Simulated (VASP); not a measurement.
C:

```
C
1.0
     3.75460    0.00000    0.00000
     0.00000    3.75460    0.00000
     0.00000    0.00000    3.75460
C
8
Direct
  0.00000 0.00000 0.00000
  0.50000 0.50000 0.50000
  0.25000 0.00000 0.50000
  0.75000 0.00000 0.50000
  0.50000 0.25000 0.00000
  0.50000 0.75000 0.00000
  0.00000 0.50000 0.25000
  0.00000 0.50000 0.75000
```

```yaml
Program: VASP 6.6.1
Task: relaxation of cell and atoms
Functional: PBEsol
Potentials_or_basis: VASP PAW PBE potentials, release 64 (C)
Cutoff: 600 eV
k_mesh: 7 × 7 × 7
Occupations: fermi-dirac, width 0.1 eV
Spin: no spin polarisation
```

At the start: pressure 9.9 GPa; volume 6.62 Å³/atom.

Task: Where does the relaxation end?

Result: Over 3 steps the energy falls by 10.3 meV/atom and the volume is 6.96 Å³/atom (+5.2 %); space group Pm-3n (No. 223, to 0.1 Å) before and after.

Step by step:
| step | energy change (eV) | largest force (eV/Å) | pressure (GPa) | volume (Å³) |
| --- | --- | --- | --- | --- |
| 1 | 0.0000 | 0.0000 | 9.90 | 52.93 |
| 2 | -0.0804 | 0.0000 | -1.33 | 56.12 |
| 3 | -0.0822 | 0.0000 | 0.02 | 55.69 |

Final structure:
```
CELL_PARAMETERS angstrom
3.81880 0.00000 0.00000
0.00000 3.81880 0.00000
0.00000 0.00000 3.81880
ATOMIC_POSITIONS crystal
C 0.00000 0.00000 0.00000
C 0.50000 0.50000 0.50000
C 0.25000 0.00000 0.50000
C 0.75000 0.00000 0.50000
C 0.50000 0.25000 0.00000
C 0.50000 0.75000 0.00000
C 0.00000 0.50000 0.25000
C 0.00000 0.50000 0.75000
```

Caveat: the PAW data sets were made with another functional, which shifts forces and pressure a little.
